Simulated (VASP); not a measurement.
Here is a VASP 6.6.1 calculation.

Contents of INCAR:

```
SYSTEM = SnSe
PREC     = Accurate       ! precision mode
ENCUT    = 520            ! plane-wave cutoff, eV
EDIFF    = 1E-7           ! SCF threshold, eV
ISMEAR   = 1              ! smearing method
SIGMA    = 0.01           ! smearing width, eV
LREAL    = .FALSE.        ! projectors in reciprocal space
LASPH    = .TRUE.         ! aspherical terms in the spheres
NELM     = 100            ! most SCF steps
ALGO     = Normal         ! electronic algorithm
ISIF     = 2              ! what is computed and relaxed
LWAVE    = .FALSE.        ! write WAVECAR
LCHARG   = .FALSE.        ! write CHGCAR
GGA      = PS             ! functional
IVDW     = 13             ! dispersion correction
NBANDS   = 28             ! bands
```

KPOINTS

```
Automatic mesh
0
G
  6 6 2
  0 0 0
```

POSCAR

```
SnSe
1.0
    4.1124295623      0.0000000000      0.0000000000
    0.0000000000      4.1124295623      0.0000000000
    0.0000000000      0.0000000000      6.1284514579
Sn Se
2 2
Direct
    0.5000000000      0.0000000000      0.2507818701
    0.0000000000      0.5000000000      0.7492181299
    0.5000000000      0.0000000000      0.7495824775
    0.0000000000      0.5000000000      0.2504175225
```

Potentials or basis: VASP PAW PBE potentials, release 64 (Sn_d, Se).

Run with:

```sh
$ cat potpaw_PBE.64/Sn_d/POTCAR potpaw_PBE.64/Se/POTCAR > POTCAR
$ mpirun -np 1 vasp_std > vasp.out
```

**Question.** Predict the dispersion energy per atom.

**Answer.** -0.234 eV.

**Question.** Estimate the band gap on the k mesh.

**Answer.** 0.61 eV.

Caveat: the k points lie up to 0.51 Å⁻¹ apart; spin-orbit coupling is left out, which moves the levels of the heavy elements. A k mesh can miss the band edges.
